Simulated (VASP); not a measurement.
Input of a VASP 6.6.1 run:

Contents of INCAR:

```
PREC = Accurate
ENCUT = 520
EDIFF = 1E-6
ISMEAR = 0
SIGMA = 0.05
LREAL = False
LASPH = True
NELM = 80
ALGO = Normal
ISIF = 2
LWAVE = False
LCHARG = False
GGA = PS
NBANDS = 11
```

The input KPOINTS:

```
regular mesh
0
Gamma
  12 12 12
```

File POSCAR:

```
BP
1.0
    0.0000000000      2.2765382614      2.2765382614
    2.2765382614      0.0000000000      2.2765382614
    2.2765382614      2.2765382614      0.0000000000
B P
1 1
Direct
    0.0000000000      0.0000000000      0.0000000000
    0.7500000000      0.7500000000      0.7500000000
```

Potentials or basis: VASP PAW PBE potentials, release 64 (B, P).

Command:

```console
$ cat potpaw_PBE.64/B/POTCAR potpaw_PBE.64/P/POTCAR > POTCAR
$ mpirun -np 1 vasp_std > vasp.out
```

**Question.** Estimate the pressure.

**Answer.** -3.4 GPa.

**Question.** Predict the band gap on the k mesh.

**Answer.** 1.14 eV, indirect (least direct gap 3.34 eV).

Caveat: the PAW data sets were made with another functional, which shifts forces and pressure a little. A hybrid or GW would open this gap; PBEsol tends to underestimate it.
